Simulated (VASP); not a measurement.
As: single point with LDA

The system is As.

```
As
1.0
     2.97333    0.00000    0.00000
    -1.48666    2.57498    0.00000
     0.00000    0.00000    4.53496
As
2
Cartesian
  0.0000 1.7167 1.1337
  1.4867 0.8583 3.4012
```

This isn't the form of As at room conditions, which is rhombohedral.

| Property | Result |
| --- | --- |
| Program | VASP 6.6.1 |
| Task | single point |
| Functional | LDA |
| Potentials or basis | VASP PAW LDA potentials, release 64 (As) |
| Cutoff | 520 eV |
| k mesh | 14 × 14 × 8 |
| Occupations | fermi-dirac, width 0.1 eV |
| Spin | no spin polarisation |

```
Pressure               : 4.7 GPa
Band gap on the k mesh : zero (bands 5 and 6 overlap by 8.49 eV)
```

Stress tensor (GPa, compression positive):
```
4.86 0.00 0.00
0.00 4.86 0.00
0.00 0.00 4.30
```

Levels at points of the mesh, in eV from the Fermi level:
```csv
k point,band 2,band 3,band 4,band 5,band 6,band 7,band 8,band 9
"(0.00, 0.00, 0.00)",-10.14,-7.18,3.55,3.55,5.73,5.73,7.52,8.93
"(0.50, 0.00, 0.00)",-9.86,-4.77,-3.05,-2.91,-0.29,-0.05,4.64,4.96
"(0.00, 0.00, 0.50)",-14.22,0.10,0.10,4.67,4.67,4.67,4.67,10.54
"(0.50, 0.00, 0.50)",-10.26,-6.73,-6.73,1.63,1.63,2.76,2.76,7.55
```

Run time: 47 s on 1 thread of Intel Xeon 8259CL (shared host), peak memory 0.16 GiB.

Caveat: the cell stands under pressure.
